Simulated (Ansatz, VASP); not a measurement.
## One calculation of SiC, two programs

INCAR

```
PREC = Accurate
ENCUT = 600
EDIFF = 1E-6
ISMEAR = 0
SIGMA = 0.01
LREAL = F
LASPH = T
NELM = 120
ALGO = Normal
ISIF = 2
LWAVE = F
LCHARG = F
GGA = PE
NBANDS = 11
GGA_COMPAT = F
```

Contents of KPOINTS:

```
regular mesh
0
Gamma
  10 10 10
```

Contents of POSCAR:

```
SiC
1.0
    0.0000000000      2.0569145754      2.0569145754
    2.0569145754      0.0000000000      2.0569145754
    2.0569145754      2.0569145754      0.0000000000
Si C
1 1
Direct
    0.0000000000      0.0000000000      0.0000000000
    0.2500000000      0.2500000000      0.2500000000
```

Input for Ansatz:

```yaml
crystal:
  lattice:
    - [0.0, 2.0569145754, 2.0569145754]
    - [2.0569145754, 0.0, 2.0569145754]
    - [2.0569145754, 2.0569145754, 0.0]
  atoms:
    - { symbol: Si, position: [0.0, 0.0, 0.0] }
    - { symbol: C, position: [0.25, 0.25, 0.25] }
scf:
  occupations: { method: fixed }
output:
  forces: true
  stress: true
  eigenvalues: true
hamiltonian:
  xc: pbe
basis:
  ecutwfc: 560
kpoints:
  mp_grid: { grid: [10, 10, 10] }
```

Alike in both runs: task single point; functional PBE; k mesh 10 × 10 × 10; no spin polarisation.

|  | VASP | Ansatz |
| --- | --- | --- |
| version | VASP 6.6.1 | Ansatz 0.2.0 |
| potentials or method | VASP PAW PBE potentials, release 64 (Si, C), cutoff 600 eV | scalar-relativistic, plane waves, PAW |
| occupations | gaussian, width 0.01 eV | fixed |
| valence electrons in the cell | 8 | 8 |

|  | VASP | Ansatz | Ansatz less VASP |
| --- | --- | --- | --- |
| gap on the k mesh at the Fermi level (eV) | 1.18 | 1.18 | +0.004 |
| least direct gap on the mesh (eV) | 4.69 | 4.70 | +0.010 |
